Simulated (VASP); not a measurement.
Here is a VASP 6.6.1 calculation.

File INCAR:

```
  PREC = Accurate
  ENCUT = 520
  EDIFF = 1E-6
  ISMEAR = -1
  SIGMA = 0.24
  LREAL = Auto
  LASPH = True
  NELM = 60
  ALGO = Normal
  ISIF = 2
  LWAVE = False
  LCHARG = False
  GGA = PE
  NBANDS = 86
```

Contents of KPOINTS:

```
regular mesh
0
Gamma
  2 2 2
```

File POSCAR:

```
WC
1.0
   -2.9713940000     -5.1466060000      0.0000000000
    4.4570910000     -2.5733030000      0.0000000000
    0.0000000000      0.0000000000      5.8387320000
W C
8 8
Direct
    0.7195360118      0.5543582099      0.0010961284
    0.7578350859      0.5404032871      0.4910483989
    0.4708049064      0.0437385896      0.0391694635
    0.4920333586      0.0318649472      0.5216714862
    0.2578384844      0.5449832022     -0.0035452903
    0.2510419592      0.5446253109      0.5040991777
   -0.0106743396      0.0407400996     -0.0034767823
    0.0200531501      0.0861516648      0.4925727024
    0.4735042142      0.6898372910      0.2381167692
    0.5386333454      0.7442055571      0.7566540132
    0.2405250908      0.2381810943      0.2316941418
    0.2711519940      0.2198293479      0.7888699122
   -0.0163626836      0.7153499940      0.2427239339
   -0.0105023134      0.6873078178      0.7699103161
    0.7543790300      0.2031274039      0.2841027812
    0.7762459489      0.2156636594      0.7503341479
```

Potentials or basis: VASP PAW PBE potentials, release 64 (W_sv, C).

The run is started by

```console
$ cat potpaw_PBE.64/W_sv/POTCAR potpaw_PBE.64/C/POTCAR > POTCAR
$ mpirun -np 1 vasp_std > vasp.out
```

What does it give for the pressure?

-7.8 GPa.

What does it give for the largest force?

5.243 eV/Å.

Forces on the atoms (eV/Å):
```
W   -3.352 -2.972  0.103
W    1.018  0.183  1.991
W   -2.040 -3.731 -3.066
W    1.179 -2.399 -0.720
W    2.360  2.371  0.186
W    0.983  0.101  0.240
W    0.240 -0.515  0.802
W   -2.496  3.457  1.907
C    0.544 -2.272  2.747
C   -0.322  2.901 -0.607
C   -0.495  1.348  2.124
C    0.001  1.463 -2.938
C   -0.273 -0.532  0.486
C    0.686 -1.711 -1.160
C    0.764  1.139 -2.016
C    1.203  1.170 -0.077
```

Caveat: the k points lie up to 0.61 Å⁻¹ apart; the atoms stand as in a frame of molecular dynamics; forces of over 1 eV/Å act on the atoms, so gaps and moduli don't describe the material at rest.
